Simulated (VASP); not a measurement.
A run of VASP 6.6.1:

INCAR

```
  ALGO = Normal
  DIPOL = 0.5 0.5 0.365
  EDIFF = 1E-7
  ENCUT = 520
  GGA = PE
  IDIPOL = 3
  ISIF = 2
  ISMEAR = 0
  IVDW = 12
  LASPH = T
  LCHARG = T
  LDIPOL = T
  LELF = T
  LREAL = F
  LVACPOTAV = T
  LVHAR = T
  LWAVE = F
  NBANDS = 18
  NELM = 80
  PREC = Accurate
  SIGMA = 0.05
```

The input KPOINTS:

```
k-points
0
Gamma
  9 9 1
```

POSCAR

```
Sb
1.0
    4.0686848921      0.0000000000      0.0000000000
   -2.0343424461      3.5235844766      0.0000000000
    0.0000000000      0.0000000000     20.8000277116
Sb
4
Direct
    0.3333333333      0.6666666667      0.2958298857
    0.6666666667      0.3333333333      0.2163458656
    1.1111111111      1.2222222222      0.5143046256
    0.7777777778      1.5555555556      0.4350282628
```

Potentials or basis: VASP PAW PBE potentials, release 64 (Sb).

The run is started by

```console
$ cat potpaw_PBE.64/Sb/POTCAR > POTCAR
$ mpirun -np 1 vasp_std > vasp.out
```

Hardware: 1 thread of Intel(R) Xeon(R) 6975P-C (Granite Rapids) (shared host).

Q: Estimate the wall time of this run.

A: It took 4 min on 1 thread of Intel(R) Xeon(R) 6975P-C (Granite Rapids), on a shared host, peak memory 0.43 GiB. Counts: scf iterations 22, k points 25.
